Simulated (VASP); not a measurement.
# Rh (P6_3/mmc) in VASP: notebook

The runs below take Rh through single point, with PBEsol.

Program: VASP 6.6.1. These are calculated values, not measurements. Logs are shortened: lines on timing, memory, paths and dates and some standing lists are left out, and cuts for length are marked.

### Step 1. The cell of the first run

The structure is hexagonal, space group P6_3/mmc (No. 194). The conventional cell has a = 2.649 Å, b = 2.649 Å, c = 8.960 Å, α = 90.00°, β = 90.00°, γ = 120.00°. Within 3.5 Å of Rh (site symmetry -3m) lie 12 Rh at 2.65 to 2.71 Å. Rh (site symmetry -6m2) has 12 Rh at 2.65 to 2.71 Å within 3.5 Å.

### Step 2. Single point, PBEsol

File INCAR:

```
SYSTEM = Rh
PREC     = Accurate       ! precision mode
ENCUT    = 520            ! plane-wave cutoff, eV
EDIFF    = 1E-7           ! SCF threshold, eV
ISMEAR   = 0              ! smearing method
SIGMA    = 0.15           ! smearing width, eV
LREAL    = .FALSE.        ! projectors in reciprocal space
LASPH    = .TRUE.         ! aspherical terms in the spheres
NELM     = 100            ! most SCF steps
ALGO     = Fast           ! electronic algorithm
ISIF     = 2              ! what is computed and relaxed
LWAVE    = .FALSE.        ! write WAVECAR
LCHARG   = .FALSE.        ! write CHGCAR
GGA      = PS             ! functional
NBANDS   = 38             ! bands
```

File KPOINTS:

```
regular mesh
0
G
  18 18 6
  0 0 0
```

File POSCAR:

```
Rh
1.0
    2.6488000000      0.0000000000      0.0000000000
   -1.3244000000      2.2939280895      0.0000000000
    0.0000000000      0.0000000000      8.9602000000
Rh
4
Direct
    0.0000000000      0.0000000000      0.0000000000
    0.3333333333      0.6666666667      0.2500000000
    0.0000000000      0.0000000000      0.5000000000
    0.6666666667      0.3333333333      0.7500000000
```

Potentials or basis: VASP PAW PBE potentials, release 64 (Rh_pv).

Launch:

```
$ cat potpaw_PBE.64/Rh_pv/POTCAR > POTCAR
$ mpirun -np 1 vasp_std > vasp.out
```

OUTCAR:

```text
SYSTEM = Rh
   PREC = Accurate
   ENCUT = 520
   EDIFF = 1E-7
   ISMEAR = 0
   LREAL = .FALSE.
   LASPH = .TRUE.
   NELM = 100
   ISIF = 2
   GGA = PS

 ion  position               nearest neighbor table
   1  0.000  0.000  0.000-   2 2.71   4 2.71   2 2.71   4 2.71   4 2.71   2 2.71
   2  0.333  0.667  0.250-   1 2.71   3 2.71   1 2.71   3 2.71   1 2.71   3 2.71
   3  0.000  0.000  0.500-   2 2.71   4 2.71   2 2.71   4 2.71   4 2.71   2 2.71
   4  0.667  0.333  0.750-   1 2.71   3 2.71   1 2.71   3 2.71   1 2.71   3 2.71

  LATTYP: Found a hexagonal cell.
 ALAT       =     2.6488000000
 C/A-ratio  =     3.3827393537

  Lattice vectors:

 A1 = (   2.6488000000,   0.0000000000,   0.0000000000)
 A2 = (  -1.3244000000,   2.2939280895,   0.0000000000)
 A3 = (   0.0000000000,   0.0000000000,   8.9602000000)

Analysis of symmetry for initial positions (statically):
=====================================================================
 Subroutine PRICEL returns:
 Original cell was already a primitive cell.

 Routine SETGRP: Setting up the symmetry group for a
 hexagonal supercell.

 Subroutine GETGRP returns: Found 24 space group operations
 (whereof 12 operations were pure point group operations)
 out of a pool of 24 trial point group operations.

The static configuration has the point symmetry D_3d.
 The point group associated with its full space group is D_6h.

Analysis of symmetry for dynamics (positions and initial velocities):
=====================================================================
 Subroutine PRICEL returns:
 Original cell was already a primitive cell.

 Routine SETGRP: Setting up the symmetry group for a
 hexagonal supercell.

 Subroutine GETGRP returns: Found 24 space group operations
 (whereof 12 operations were pure point group operations)
 out of a pool of 24 trial point group operations.

The dynamic configuration has the point symmetry D_3d.
 The point group associated with its full space group is D_6h.

 Subroutine INISYM returns: Found 24 space group operations
 (whereof 12 operations are pure point group operations),
 and found     1 'primitive' translations

----------------------------------------------------------------------------------------

                                     Primitive cell

  volume of cell :      54.4436

  direct lattice vectors                    reciprocal lattice vectors
     2.648800000  0.000000000  0.000000000     0.377529447  0.217966728  0.000000000
    -1.324400000  2.293928090  0.000000000     0.000000000  0.435933456  0.000000000
     0.000000000  0.000000000  8.960200000     0.000000000  0.000000000  0.111604652

  length of vectors
     2.648800000  2.648800000  8.960200000     0.435933456  0.435933456  0.111604652

  position of ions in fractional coordinates (direct lattice)
     0.000000000  0.000000000  0.000000000
     0.333333333  0.666666667  0.250000000
     0.000000000  0.000000000  0.500000000
     0.666666667  0.333333333  0.750000000

  ion indices of the primitive-cell ions
   primitive index   ion index
                 1           1
                 2           2
                 3           3
                 4           4

----------------------------------------------------------------------------------------

 KPOINTS: regular mesh

Automatic generation of k-mesh.
 Grid dimensions read from file:
 generate k-points for:   18   18    6

 Generating k-lattice:

  Cartesian coordinates                     Fractional coordinates (reciprocal lattice)
     0.020973858  0.012109263  0.000000000     0.055555556  0.000000000  0.000000000
     0.000000000  0.024218525  0.000000000     0.000000000  0.055555556  0.000000000
     0.000000000  0.000000000  0.018600775     0.000000000  0.000000000  0.166666667

  Length of vectors
     0.024218525  0.024218525  0.018600775

  Shift w.r.t. Gamma in fractional coordinates (k-lattice)
     0.000000000  0.000000000  0.000000000

 Subroutine IBZKPT returns following result:
 ===========================================

 Found    148 irreducible k-points:

 Following reciprocal coordinates:
            Coordinates               Weight
  0.000000  0.000000  0.000000      1.000000
  0.055556 -0.000000  0.000000      6.000000
  0.111111 -0.000000  0.000000      6.000000
  0.166667  0.000000  0.000000      6.000000
  0.222222  0.000000  0.000000      6.000000
  0.277778  0.000000  0.000000      6.000000
[... 16 lines left out ...]
  0.333333  0.111111  0.000000     12.000000
  0.388889  0.111111  0.000000     12.000000
 [... further k-points ...]
   k-points           NKPTS =    148   k-points in BZ     NKDIM =    148   number of bands    NBANDS=     38
   number of dos      NEDOS =    301   number of ions     NIONS =      4
   total plane-waves  NPLWV =  28000
   dimension x,y,z NGX =    20 NGY =   20 NGZ =   70
   dimension x,y,z NGXF=    40 NGYF=   40 NGZF=  140
   ions per type =               4
   NGX,Y,Z   is equivalent  to a cutoff of  12.55, 12.55, 12.99 a.u.
   NGXF,Y,Z  is equivalent  to a cutoff of  25.11, 25.11, 25.98 a.u.
 SYSTEM =  Rh
   PREC   = accura    normal or accurate (medium, high low for compatibility)
   ISTART =      0    job   : 0-new  1-cont  2-samecut
   ICHARG =      2    charge: 1-file 2-atom 10-const
   ISPIN  =      1    spin polarized calculation?
   LNONCOLLINEAR =      F non collinear calculations
   LSORBIT =      F    spin-orbit coupling
   LASPH  =      T    aspherical Exc in radial PAW
   ENCUT  =  520.0 eV  38.22 Ry    6.18 a.u.   4.93  4.93 16.66*2*pi/ulx,y,z
   NELM   =    100;   NELMIN=  2; NELMDL= -5     # of ELM steps
   EDIFF  = 0.1E-06   stopping-criterion for ELM
   LREAL  =      F    real-space projection
   EDIFFG = 0.1E-05   stopping-criterion for IOM
   NSW    =      0    number of steps for IOM
   IBRION =     -1    ionic relax: 0-MD 1-quasi-New 2-CG
   NFREE  =      0    steps in history (QN), initial steepest desc. (CG)
   ISIF   =      2    stress and relaxation
   ISYM   =      2    0-nonsym 1-usesym 2-fastsym
   POTIM  = 0.5000    time-step for ionic-motion
   TEBEG  =    0.0;   TEEND  =   0.0 temperature during run
   PSTRESS=    0.0 pullay stress
   NELECT =      60.0000    total number of electrons
   NUPDOWN=      -1.0000    fix difference up-down
   EMIN   =  10.00;   EMAX   =-10.00  energy-range for DOS
   EFERMI =   0.00;   METHOD = LEGACY
   ISMEAR =     0;   SIGMA  =   0.15  broadening in eV -4-tet -1-fermi 0-gaus
   EFERMI_NEDOS =   21; number of points for ismear=-14 and -15
   IALGO  =     68    algorithm
   IMIX   =      4    mixing-type and parameters
     AMIX     =   0.40;   BMIX     =  1.00
     AMIX_MAG =   1.60;   BMIX_MAG =  1.00
  volume/ion in A,a.u.               =      13.61        91.85
  Fermi-wavevector in a.u.,A,eV,Ry     =   1.690998  3.195522 38.905496  2.859473
  Thomas-Fermi vector in A             =   2.772844
   LORBIT       =      0    0 simple, 1 ext, 2 COOP (PROOUT), +10 PAW based schemes
   GGA     = PS    functional components
   LHFCALC =     F    Hartree Fock is set to
   AEXX    =    0.0000 exact exchange contribution
   IVDW    =     0    specifies the selected vdW correction
   LEPSILON=     F    determine dielectric tensor
   LRPA    =     F    only Hartree local field effects (RPA)
 non-spin polarized calculation
 RMM-DIIS sequential band-by-band and
 Gauss-broadening in eV      SIGMA  =   0.15
  energy-cutoff  :      520.00
  volume of cell :       54.44
 maximum number of plane-waves:      1500
 NGX is ok and might be reduce to    20
   NGX =  9   NGY =  9   NGZ = 33

 number of electron      60.0000016 magnetization

 Free energy of the ion-electron system (eV)
  ---------------------------------------------------
  ext. energy  EPLUGINS =         0.00000000
  ---------------------------------------------------
  free energy    TOTEN  =       -32.44598355 eV

  energy without entropy =      -32.38407217  energy(sigma->0) =      -32.41502786

 E-fermi :  11.9612     XC(G=0): -14.2811

 val. band max:       11.9593082898   @ k =   0.2222   0.0556   0.3333
 cond. band min:      11.9628722229   @ k =   0.1667   0.1111   0.0000
 fundamental gap:      0.0035639331
 Fermi energy:        11.9612485213

 k-point     1 :       0.0000    0.0000    0.0000
  band No.  band energies     occupation
      1     -35.1039      2.00000
      2     -34.7666      2.00000
      3     -34.7570      2.00000
      4     -34.4839      2.00000
      5     -34.4839      2.00000
      6     -34.4482      2.00000
[... 30 lines left out ...]
     37      20.0784      0.00000
     38      26.0902      0.00000

 k-point     2 :       0.0556   -0.0000    0.0000
  band No.  band energies     occupation
      1     -35.0965      2.00000
      2     -34.7672      2.00000
      3     -34.7580      2.00000
      4     -34.5038      2.00000
      5     -34.4899      2.00000
      6     -34.4648      2.00000
[... 30 lines left out ...]
     37      20.0612      0.00000
     38      26.2172      0.00000

 k-point     3 :       0.1111   -0.0000    0.0000
  band No.  band energies     occupation
      1     -35.0749      2.00000
      2     -34.7715      2.00000
      3     -34.7638      2.00000
      4     -34.5602      2.00000
      5     -34.5110      2.00000
      6     -34.5069      2.00000
[... 30 lines left out ...]
     37      20.0156      0.00000
     38      26.5116      0.00000

 k-point     4 :       0.1667    0.0000    0.0000
  band No.  band energies     occupation
      1     -35.0407      2.00000
      2     -34.7883      2.00000
      3     -34.7860      2.00000
      4     -34.6441      2.00000
      5     -34.5828      2.00000
      6     -34.5537      2.00000
[... 30 lines left out ...]
     37      19.9594      0.00000
     38      26.8938      0.00000
[... 703 lines left out ...]
      4     -34.9140      2.00000
      5     -34.8665      2.00000
      6     -34.6681      2.00000
[... 30 lines left out ...]
     37      20.2831      0.00000
     38      23.0907      0.00000

 k-point    23 :       0.3333    0.1111    0.0000
  band No.  band energies     occupation
      1     -35.0949      2.00000
      2     -35.0690      2.00000
      3     -35.0121      2.00000
      4     -34.9818      2.00000
      5     -34.8124      2.00000
      6     -34.6917      2.00000
[... 30 lines left out ...]
     37      21.2723      0.00000
     38      21.8130      0.00000

 k-point    24 :       0.3889    0.1111    0.0000
  band No.  band energies     occupation
      1     -35.1426      2.00000
      2     -35.1122      2.00000
      3     -35.0593      2.00000
      4     -35.0248      2.00000
      5     -34.7616      2.00000
      6     -34.7091      2.00000
[... 30 lines left out ...]
     37      21.5069      0.00000
     38      21.5901      0.00000

 [... further k-points ...]
[... 5 lines left out ...]
  --------------------------------------------------------------------------------------
  -------------------------------------------------------------------------------------
  Total        1.0463957      1.0463957     -3.4774200     -0.0000000      0.0000000      0.0000000
  in kB       30.7935564     30.7935564   -102.3342616     -0.0000000      0.0000000      0.0000000
  external PRESSURE =     -13.5823829 kB  Pullay stress =       0.0000000 kB

 VOLUME and BASIS-vectors are now :
 -----------------------------------------------------------------------------
  energy-cutoff  :      520.00
  volume of cell :       54.44
      direct lattice vectors                 reciprocal lattice vectors
     2.648800000  0.000000000  0.000000000     0.377529447  0.217966728  0.000000000
    -1.324400000  2.293928090  0.000000000     0.000000000  0.435933456  0.000000000
     0.000000000  0.000000000  8.960200000     0.000000000  0.000000000  0.111604652

 POSITION                                       TOTAL-FORCE (eV/Angst)
 -----------------------------------------------------------------------------------
      0.00000      0.00000      0.00000        -0.000000      0.000000      0.000000
     -0.00000      1.52929      2.24005        -0.000000      0.000000      0.000000
      0.00000      0.00000      4.48010        -0.000000      0.000000      0.000000
      1.32440      0.76464      6.72015         0.000000      0.000000     -0.000000
 -----------------------------------------------------------------------------------
    total drift:                                0.000000     -0.000000      0.000000

  FREE ENERGIE OF THE ION-ELECTRON SYSTEM (eV)
  ---------------------------------------------------
  free  energy   TOTEN  =       -32.4459835524 eV

  energy  without entropy=      -32.3840721738  energy(sigma->0) =      -32.41502786
```

It took 3.3 min on 1 thread of Intel Xeon Platinum 8488C (Sapphire Rapids), shared host; peak memory 0.32 GiB.

What came out:

| Item | Value |
| --- | --- |
| Free energy | -32.4460 eV |
| Pressure | -1.4 GPa |
| Band gap on the k mesh | zero (band 30 reaches 12.82 eV, above the bottom of band 31 at 10.76 eV) |

Caveat: the PAW data sets were made with another functional, which shifts forces and pressure a little.

### Step 3. Single point, PBEsol

This run uses another cell than the first one, of 13.70 Å³/atom, 1.006 times its volume.

File INCAR:

```
PREC = Accurate
ENCUT = 520
EDIFF = 1E-6
ISMEAR = 0
SIGMA = 0.15
LREAL = False
LASPH = True
NELM = 80
ALGO = Fast
ISIF = 2
LWAVE = False
LCHARG = True
GGA = PS
LELF = True
LVHAR = True
NBANDS = 38
```

File KPOINTS:

```
Automatic mesh
0
Gamma
  18 18 6
```

File POSCAR:

```
Rh
1.0
    2.7291000000      0.0000000000      0.0000000000
   -1.3645500000      2.3634699295      0.0000000000
    0.0000000000      0.0000000000      8.4948000000
Rh
4
Direct
    0.0000000000      0.0000000000      0.0000000000
    0.3333333333      0.6666666667      0.2500000000
    0.0000000000      0.0000000000      0.5000000000
    0.6666666667      0.3333333333      0.7500000000
```

Potentials or basis: VASP PAW PBE potentials, release 64 (Rh_pv).

Launch:

```
$ cat potpaw_PBE.64/Rh_pv/POTCAR > POTCAR
$ mpirun -np 1 vasp_std > vasp.out
```

It took 2.9 min on 1 thread of Intel Xeon Platinum 8488C (Sapphire Rapids), shared host; peak memory 0.32 GiB.

It converged, with:

- Free energy: -32.4104 eV
- Pressure: -2.8 GPa
- Band gap on the k mesh: zero (band 30 reaches 12.55 eV, above the bottom of band 31 at 10.66 eV)

Stress tensor (GPa, compression positive):
```
-8.09  0.00  0.00
 0.00 -8.09  0.00
 0.00  0.00  7.80
```

Levels at points of the mesh, in eV from the Fermi level:
```
           k point  band 28  band 29  band 30  band 31  band 32  band 33
(0.00, 0.00, 0.00)    -1.63    -1.63    -1.06    -1.06    -0.33    -0.33
(0.50, 0.00, 0.00)     0.46     0.65     0.69     0.86     0.92     1.04
(0.00, 0.00, 0.50)    -1.23    -1.23    -1.23    -0.87    -0.87     0.08
(0.50, 0.00, 0.50)    -0.12     0.37     0.37     0.67     0.67     2.75
```

Caveat: the PAW data sets were made with another functional, which shifts forces and pressure a little.

### Step 4. Single point, PBEsol

This run uses another cell than the first one, of 13.68 Å³/atom, 1.005 times its volume.

File INCAR:

```
SYSTEM = Rh
PREC     = Accurate       ! precision mode
ENCUT    = 520            ! plane-wave cutoff, eV
EDIFF    = 1E-7           ! SCF threshold, eV
ISMEAR   = 0              ! smearing method
SIGMA    = 0.15           ! smearing width, eV
LREAL    = .FALSE.        ! projectors in reciprocal space
LASPH    = .TRUE.         ! aspherical terms in the spheres
NELM     = 60             ! most SCF steps
ALGO     = Fast           ! electronic algorithm
ISIF     = 2              ! what is computed and relaxed
LWAVE    = .FALSE.        ! write WAVECAR
LCHARG   = .FALSE.        ! write CHGCAR
GGA      = PS             ! functional
NBANDS   = 38             ! bands
```

File KPOINTS:

```
regular mesh
0
G
  18 18 6
  0 0 0
```

File POSCAR:

```
Rh
1.0
    2.6221000000      0.0000000000      0.0000000000
   -1.3110500000      2.2708052113      0.0000000000
    0.0000000000      0.0000000000      9.1930000000
Rh
4
Direct
    0.0000000000      0.0000000000      0.0000000000
    0.3333333333      0.6666666667      0.2500000000
    0.0000000000      0.0000000000      0.5000000000
    0.6666666667      0.3333333333      0.7500000000
```

Launch:

```
$ cat potpaw_PBE.64/Rh_pv/POTCAR > POTCAR
$ mpirun -np 1 vasp_std > vasp.out
```

It took 3.4 min on 1 thread of Intel Xeon Platinum 8488C (Sapphire Rapids), shared host; peak memory 0.32 GiB.

The run converged. Its results:

| Property | Result |
| --- | --- |
| Free energy | -32.2835 eV |
| Pressure | -1.4 GPa |
| Band gap on the k mesh | zero (band 30 reaches 12.84 eV, above the bottom of band 31 at 10.70 eV) |

Stress tensor (GPa, compression positive):
```
  7.22   0.00   0.00
  0.00   7.22   0.00
  0.00   0.00 -18.75
```

Levels at points of the mesh, in eV from the Fermi level:
```
           k point  band 28  band 29  band 30  band 31  band 32  band 33
(0.00, 0.00, 0.00)    -1.12    -1.12    -0.55    -0.55    -0.27    -0.27
(0.50, 0.00, 0.00)     0.82     0.92     1.00     1.03     1.10     1.38
(0.00, 0.00, 0.50)    -1.66    -0.89    -0.89    -0.89    -0.89     0.14
(0.50, 0.00, 0.50)    -0.12     0.94     0.94     1.08     1.08     2.96
```

Caveat: the PAW data sets were made with another functional, which shifts forces and pressure a little.

### Step 5. Single point, PBEsol

This run uses another cell than the first one, of 13.75 Å³/atom, 1.010 times its volume.

File INCAR:

```
SYSTEM = Rh
PREC = Accurate
ENCUT = 520
EDIFF = 1E-7
ISMEAR = 0
SIGMA = 0.15
LREAL = .False.
LASPH = .True.
NELM = 80
ALGO = Fast
ISIF = 2
LWAVE = .False.
LCHARG = .False.
GGA = PS
NBANDS = 38
```

File KPOINTS:

```
Automatic mesh
0
Gamma
  18 18 6
  0 0 0
```

File POSCAR:

```
Rh
1.0
    2.5953000000      0.0000000000      0.0000000000
   -1.2976500000      2.2475957304      0.0000000000
    0.0000000000      0.0000000000      9.4257000000
Rh
4
Direct
    0.0000000000      0.0000000000      0.0000000000
    0.3333333333      0.6666666667      0.2500000000
    0.0000000000      0.0000000000      0.5000000000
    0.6666666667      0.3333333333      0.7500000000
```

Launch:

```
$ cat potpaw_PBE.64/Rh_pv/POTCAR > POTCAR
$ mpirun -np 1 vasp_std > vasp.out
```

It took 3.2 min on 1 thread of Intel Xeon Platinum 8488C (Sapphire Rapids), shared host; peak memory 0.32 GiB.

Results (log left out):

- Free energy: -32.0251 eV
- Pressure: -0.3 GPa
- Band gap on the k mesh: zero (band 30 reaches 12.91 eV, above the bottom of band 31 at 10.73 eV)

Stress tensor (GPa, compression positive):
```
 12.27   0.00   0.00
  0.00  12.27   0.00
  0.00   0.00 -25.47
```

Levels at points of the mesh, in eV from the Fermi level:
```tsv
k point	band 28	band 29	band 30	band 31	band 32	band 33
(0.00, 0.00, 0.00)	-0.91	-0.91	-0.38	-0.38	-0.30	-0.19
(0.50, 0.00, 0.00)	0.78	1.10	1.17	1.19	1.25	1.52
(0.00, 0.00, 0.50)	-1.83	-0.72	-0.72	-0.72	-0.72	0.19
(0.50, 0.00, 0.50)	-0.12	1.12	1.12	1.23	1.23	3.01
```

Caveat: the PAW data sets were made with another functional, which shifts forces and pressure a little.

### Step 6. Summary

```csv
cell,further INCAR settings,gap on the mesh (eV),pressure (GPa)
"a = 2.649, b = 2.649, c = 8.960 Å, angles 90.0, 90.0, 120.0°, 4 atoms",ALGO = Fast; EDIFF = 1e-07; NBANDS = 38,none,-1.4
"a = 2.729, b = 2.729, c = 8.495 Å, angles 90.0, 90.0, 120.0°, 4 atoms",ALGO = Fast; EDIFF = 1e-06; NBANDS = 38,none,-2.8
"a = 2.622, b = 2.622, c = 9.193 Å, angles 90.0, 90.0, 120.0°, 4 atoms",ALGO = Fast; EDIFF = 1e-07; NBANDS = 38,none,-1.4
"a = 2.595, b = 2.595, c = 9.426 Å, angles 90.0, 90.0, 120.0°, 4 atoms",ALGO = Fast; EDIFF = 1e-07; NBANDS = 38,none,-0.3
```

Alike in all rows: task single point; level PBEsol; potentials or basis VASP PAW PBE potentials, release 64 (Rh_pv); no spin polarisation; k mesh 18 × 18 × 6; cutoff (eV) 520; smearing gaussian 0.15 eV.

Caveats: the PAW data sets were made with another functional, which shifts forces and pressure a little.

Absolute energies hang on the potentials; compare differences alone.
